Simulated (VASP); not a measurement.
Runs of VASP 6.6.1 on TiTe2. The structure is that of space group P-3m1 (No. 164), or close to it. The cells are those of the table. 

```csv
task,cell,gap on the mesh (eV),pressure (GPa),largest force (eV/Å)
single point,"a = 3.790, b = 3.790, c = 6.520 Å, angles 90.0, 90.0, 120.0°, 3 atoms",none,-2.8,(a)
electric field gradients,"a = 3.700, b = 3.700, c = 6.365 Å, angles 90.0, 90.0, 120.0°, 3 atoms",none,2.0,0.47
electric field gradients,"a = 3.851, b = 3.851, c = 6.625 Å, angles 90.0, 90.0, 120.0°, 3 atoms",none,-5.3,0.54
electric field gradients,"a = 3.827, b = 3.827, c = 6.584 Å, angles 90.0, 90.0, 120.0°, 3 atoms",none,-4.4,0.40
single point,"a = 3.827, b = 3.827, c = 6.584 Å, angles 90.0, 90.0, 120.0°, 3 atoms",none,-4.4,0.40
single point,"a = 3.851, b = 3.851, c = 6.625 Å, angles 90.0, 90.0, 120.0°, 3 atoms",none,-5.3,0.54
single point,"a = 3.700, b = 3.700, c = 6.365 Å, angles 90.0, 90.0, 120.0°, 3 atoms",none,2.0,0.47
single point,"a = 3.701, b = 3.701, c = 6.498 Å, angles 90.0, 90.0, 120.0°, 3 atoms",none,0.3,0.18
single point,"a = 3.752, b = 3.752, c = 6.454 Å, angles 90.0, 90.0, 120.0°, 3 atoms",none,-1.0,(b)
electric field gradients,"a = 3.726, b = 3.726, c = 6.410 Å, angles 90.0, 90.0, 120.0°, 3 atoms",none,0.4,0.27
electric field gradients,"a = 3.764, b = 3.764, c = 6.476 Å, angles 90.0, 90.0, 120.0°, 3 atoms",none,(c),0.01
single point,"a = 3.777, b = 3.777, c = 6.628 Å, angles 90.0, 90.0, 120.0°, 3 atoms",none,(d),0.34
```

Alike in all rows: level PBEsol; potentials or basis VASP PAW PBE potentials, release 64 (Ti_sv, Te); no spin polarisation; k mesh 13 × 13 × 7; cutoff (eV) 520; smearing fermi-dirac 0.03 eV.

Question: Estimate the missing entries.

Answer: (a) 0.17; (b) 0.08; (c) -1.6; (d) -3.4.

Caveats: the PAW data sets were made with another functional, which shifts forces and pressure a little; spin-orbit coupling is left out, which moves the levels of the heavy elements; this functional lacks dispersion, which binds the layers, so the pressure and a relaxed spacing across them are unreliable.

A k mesh can miss the band edges, and the runs leave out spin-orbit coupling on Te.

A gap of «none» marks levels without a gap at the run's occupations.
